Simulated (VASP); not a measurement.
**ZnSe: single point with PBE**

Crystal: ZnSe.

```
Zn Se
1.0
     0.00000    3.02067    2.67743
     2.67743    0.00000    2.67743
     2.67743    3.02067    0.00000
Zn Se
1 1
Direct
  0.00000 0.00000 0.00000
  0.75000 0.75000 0.75000
```

This cell differs from its parent crystal: volume 21.654 Å^3 an atom, c/a of the conventional cell 1.1282.

```json
{"Program": "VASP 6.6.1", "Task": "single point", "Functional": "PBE", "Potentials or basis": "VASP PAW PBE potentials, release 64 (Zn, Se)", "Cutoff": "520 eV", "k mesh": "10 × 10 × 10", "Occupations": "gaussian, width 0.05 eV", "Spin": "no spin polarisation", "Dipole correction": "no", "Further INCAR settings": "ALGO = Normal; EDIFF = 1e-06; NBANDS = 16"}
```

```
Pressure               : 5.7 GPa
Band gap on the k mesh : 1.23 eV, direct
```

Stress tensor (GPa, compression positive):
```
7.37 0.00 0.00
0.00 2.38 0.00
0.00 0.00 7.37
```

Levels at points of the mesh, in eV from the valence-band top:
```tsv
k point	band 5	band 6	band 7	band 8	band 9	band 10	band 11	band 12	band 13	band 14
(0.00, 0.00, 0.00)	-6.52	-6.49	-0.58	0.00	0.00	1.23	5.69	5.69	5.72	9.64
(0.50, 0.00, 0.00)	-6.49	-6.33	-5.67	-1.51	-0.70	2.24	5.99	6.74	8.60	10.86
(0.50, 0.50, 0.00)	-6.46	-6.26	-4.87	-2.84	-2.59	2.51	2.93	10.33	11.04	11.23
(0.50, 0.00, 0.50)	-6.46	-6.42	-5.59	-2.05	-2.05	3.16	4.05	10.07	11.44	11.44
```

It took 37 s on 1 thread of AMD EPYC 9R45 96-Core Processor (Zen 5), with other jobs on the host, peak memory 0.18 GiB.
